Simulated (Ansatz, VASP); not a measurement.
**One calculation of C, two programs**

```
C
1.0
     0.00000    2.12676    3.56176
     1.22792    0.00000    3.56176
     1.22792    2.12676    0.00000
C
2
Direct
  0.16297 0.78088 0.10395
  0.83330 0.16670 0.83330
```

Alike in both runs: task single point; functional r2SCAN; k mesh 14 × 14 × 14; occupations gaussian, width 0.05 eV; no spin polarisation.

|  | VASP | Ansatz |
| --- | --- | --- |
| version | VASP 6.6.1 | Ansatz 0.2.0 |
| potentials or method | VASP PAW PBE potentials, release 64 (C), cutoff 520 eV | scalar-relativistic, plane waves, PAW |
| valence electrons in the cell | 8 | 8 |

|  | VASP | Ansatz | Ansatz less VASP |
| --- | --- | --- | --- |
| gap on the k mesh at the Fermi level (eV) | none | none | - |
| pressure (GPa) | 11.8 | 11.3 | -0.49 |
| traceless stress, the component that is largest in VASP (GPa) | 21.10 | 20.45 | -0.647 |
| rms of the force components (eV/Å) | 4.922 | 4.927 | +0.0056 |

VASP's potentials were made for PBE, not for r2SCAN. Atom by atom the forces differ by 0.022 eV/Å (rms over components). A gap of «none» marks a metal or a gap that the smearing closes.
